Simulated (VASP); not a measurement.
Hg, 1 atom in the cell. The structure is monoclinic, space group C2/m (No. 12). Conventional cell: a = 4.468 Å, b = 4.092 Å, c = 3.060 Å, α = 90.00°, β = 96.54°, γ = 90.00°. Hg (site symmetry 2/m) has 6 Hg at 3.03 to 3.06 Å within 4.0 Å. 

| Property | Result |
| --- | --- |
| Program | VASP 6.6.1 |
| Task | single point |
| Functional | PBE |
| Dispersion | D3(BJ) |
| Potentials or basis | VASP PAW PBE potentials, release 64 (Hg) |
| Cutoff | 500 eV |
| k mesh | 4 × 3 × 5, shifted |
| Occupations | methfessel-paxton, width 0.01 eV |
| Spin | no spin polarisation |
| Dipole correction | no |
| Further INCAR settings | ALGO = Normal; EDIFF = 1e-06; NBANDS = 12; ISYM = 0 |

Potentials or basis: VASP PAW PBE potentials, release 64 (Hg).

Launch:

```console
$ cat potpaw_PBE.64/Hg/POTCAR > POTCAR
$ mpirun -np 1 vasp_std > vasp.out
```

Hardware: 1 thread of Intel(R) Xeon(R) Platinum 8175M CPU @ 2.50GHz (Skylake/Cascade Lake), on a shared host.

How long does it take, and how much memory?

It took 6.8 s on 1 thread of Intel(R) Xeon(R) Platinum 8175M CPU @ 2.50GHz (Skylake/Cascade Lake), with other jobs on the host, peak memory 0.15 GiB. Counts: scf iterations 11, k points 31.
